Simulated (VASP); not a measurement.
Here is a VASP 6.6.1 calculation.

The input INCAR:

```
PREC     = Accurate       # precision mode
ENCUT    = 600            # plane-wave cutoff, eV
EDIFF    = 1E-6           # SCF threshold, eV
ISMEAR   = -1             # smearing method
SIGMA    = 0.1            # smearing width, eV
LREAL    = F              # projectors in reciprocal space
LASPH    = T              # aspherical terms in the spheres
NELM     = 100            # most SCF steps
ALGO     = Normal         # electronic algorithm
ISIF     = 3              # what is computed and relaxed
LWAVE    = F              # write WAVECAR
LCHARG   = F              # write CHGCAR
GGA      = PE             # functional
IBRION   = 2              # ionic algorithm
NSW      = 60             # ionic steps
EDIFFG   = -0.005         # ionic threshold
```

Contents of KPOINTS:

```
Automatic mesh
0
Gamma
  19 19 19
```

File POSCAR:

```
Rh
1.0
    0.0000000000      1.9152057761      1.9152057761
    1.9152057761      0.0000000000      1.9152057761
    1.9152057761      1.9152057761      0.0000000000
Rh
1
Direct
    0.0000000000      0.0000000000      0.0000000000
```

Potentials or basis: VASP PAW PBE potentials, release 64 (Rh_pv).

Run with:

```bash
$ cat potpaw_PBE.64/Rh_pv/POTCAR > POTCAR
$ mpirun -np 1 vasp_std > vasp.out
```

Q: Predict the relaxed volume.

A: 14.06 Å³/atom.

Q: Estimate the space group after relaxing (to 0.05 Å).

A: Fm-3m (No. 225).

Q: Predict the relaxed cell.

A: a = 2.709 Å, b = 2.709 Å, c = 2.709 Å, α = 60.00°, β = 60.00°, γ = 60.00°.

Final structure:
```
CELL_PARAMETERS angstrom
0.00000 1.91572 1.91572
1.91572 0.00000 1.91572
1.91572 1.91572 0.00000
ATOMIC_POSITIONS crystal
Rh 0.00000 0.00000 0.00000
```
